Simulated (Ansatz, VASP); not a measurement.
**As: VASP beside Ansatz**

```
As
1.0
     4.58929    0.00000    0.00000
    -2.29464    3.97444    0.00000
     0.00000    0.00000    5.71025
As
4
Direct
  0.33333 0.66667 0.46402
  0.66667 0.33333 0.96402
  0.66667 0.33333 0.53598
  0.33333 0.66667 0.03598
```

Alike in both runs: functional r2SCAN; k mesh 6 × 6 × 4; occupations gaussian, width 0.1 eV; no spin polarisation.

Ansatz relaxed the structure, and its values are those at the end. VASP's run is a single point on that final structure, the one shown.

```csv
,VASP,Ansatz
version,VASP 6.6.1,Ansatz 0.2.0
potentials or method,"VASP PAW PBE potentials, release 64 (As), cutoff 520 eV","scalar-relativistic, plane waves, PAW"
valence electrons in the cell,20,60
```

Ansatz gave:

```
gap on the k mesh at the Fermi level (eV) : none
pressure (GPa)                            : 0.2
rms of the force components (eV/Å)        : 0.009
```

Q: What did VASP give for the same quantities?

A: gap on the k mesh at the Fermi level (eV): none; pressure (GPa): 0.2; rms of the force components (eV/Å): 0.020.

VASP's potentials were made for PBE, not for r2SCAN. A gap of «none» marks a metal or a gap that the smearing closes. The functional is the same, so the differences come from potentials, cutoffs and numerics. VASP's potentials hold 20 valence electrons a cell and Ansatz's 60, so a difference there can come from the potentials and not from the codes.
